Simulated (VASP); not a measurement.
Input of a VASP 6.6.1 run:

INCAR

```
SYSTEM = WS2
PREC = Accurate
ENCUT = 520
EDIFF = 1E-7
ISMEAR = -1
SIGMA = 0.05
LREAL = .FALSE.
LASPH = .TRUE.
NELM = 60
ALGO = Normal
ISIF = 2
LWAVE = .FALSE.
LCHARG = .TRUE.
GGA = PE
LELF = .TRUE.
LVHAR = .TRUE.
NBANDS = 20
```

Contents of KPOINTS:

```
regular mesh
0
G
  8 8 6
  0 0 0
```

POSCAR

```
WS2
1.0
    3.1815161231     -1.9503326675      0.0000000000
    3.1815161231      1.9503326675      0.0000000000
   -0.0031322374      0.0000000000      4.4866049021
W S
1 2
Direct
    0.0000000000      0.0000000000      0.0000000000
    0.6879000000      0.6879000000      0.2889000000
    0.3121000000      0.3121000000      0.7111000000
```

Potentials or basis: VASP PAW PBE potentials, release 64 (W_sv, S).

The run is started by

```console
$ cat potpaw_PBE.64/W_sv/POTCAR potpaw_PBE.64/S/POTCAR > POTCAR
$ mpirun -np 1 vasp_std > vasp.out
```

(1) What does it give for the band gap on the k mesh?

(2) What does it give for the largest force?

(3) Estimate the pressure.

## Answers

(1) zero (band 13 reaches 7.26 eV, above the bottom of band 14 at 6.28 eV).

(2) 1.507 eV/Å.

(3) -7.6 GPa.

Caveat: spin-orbit coupling is left out, which moves the levels of the heavy elements; forces of over 1 eV/Å act on the atoms, so gaps and moduli don't describe the material at rest.
